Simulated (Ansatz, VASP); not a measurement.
# One calculation of Ag, two programs

Contents of INCAR:

```
SYSTEM = Ag
PREC = Accurate
ENCUT = 520
EDIFF = 1E-7
ISMEAR = -1
SIGMA = 0.08
LREAL = .FALSE.
LASPH = .TRUE.
NELM = 100
ALGO = Normal
ISIF = 2
LWAVE = .FALSE.
LCHARG = .TRUE.
LELF = .TRUE.
LVHAR = .TRUE.
NBANDS = 30
```

File KPOINTS:

```
Automatic mesh
0
G
  14 14 4
  0 0 0
```

File POSCAR:

```
Ag
1.0
    2.8668278625      0.0000000000      0.0000000000
   -1.4334139312      2.4827457572      0.0000000000
    0.0000000000      0.0000000000      9.9328838838
Ag
4
Direct
    0.3333333333      0.6666666667      0.2500000000
    0.6666666667      0.3333333333      0.7500000000
    0.0000000000      0.0000000000      0.0000000000
    0.0000000000      0.0000000000      0.5000000000
```

Input for Ansatz:

```yaml
crystal:
  lattice:
    - [2.8668278625, 0.0, 0.0]
    - [-1.4334139312, 2.4827457572, 0.0]
    - [0.0, 0.0, 9.9328838838]
  atoms:
    - { symbol: Ag, position: [0.3333333333, 0.6666666667, 0.25] }
    - { symbol: Ag, position: [0.6666666667, 0.3333333333, 0.75] }
    - { symbol: Ag, position: [0.0, 0.0, 0.0] }
    - { symbol: Ag, position: [0.0, 0.0, 0.5] }
kpoints:
  mp_grid: { grid: [14, 14, 4] }
  band_path:
    path:
      - [0.0, 0.0, 0.0]
      - [0.5, 0.0, 0.0]
      - [0.3333333333, 0.3333333333, 0.0]
      - [0.0, 0.0, 0.0]
      - [0.0, 0.0, 0.5]
      - [0.5, 0.0, 0.5]
      - [0.3333333333, 0.3333333333, 0.5]
      - [0.0, 0.0, 0.5]
      - [0.5, 0.0, 0.5]
    npoints: 5
scf:
  occupations: { method: fermi_dirac, width: 0.08 }
hamiltonian:
  xc: lda
  pseudopotentials: { kind: all_electron, lapw: { basis_error: 0.0005 } }
output:
  forces: true
  stress: true
  eigenvalues: true
```

Change from the starting cell: volume scaled by 0.98.

Alike in both runs: task single point; functional LDA; k mesh 14 × 14 × 4; occupations fermi-dirac, width 0.08 eV; no spin polarisation.

|  | VASP | Ansatz |
| --- | --- | --- |
| version | VASP 6.6.1 | Ansatz 0.2.0 |
| potentials or method | VASP PAW LDA potentials, release 64 (Ag), cutoff 520 eV | all-electron LAPW, scalar-relativistic |

|  | VASP | Ansatz | Ansatz less VASP |
| --- | --- | --- | --- |
| pressure (GPa) | -9.6 | -9.8 | -0.16 |
| traceless stress, the component that is largest in VASP (GPa) | -2.83 | -2.79 | +0.037 |

LDA's correlation is that of Perdew and Zunger in VASP and of Perdew and Wang (1992) in Ansatz. Ansatz ran all-electron here, and VASP with PAW potentials.
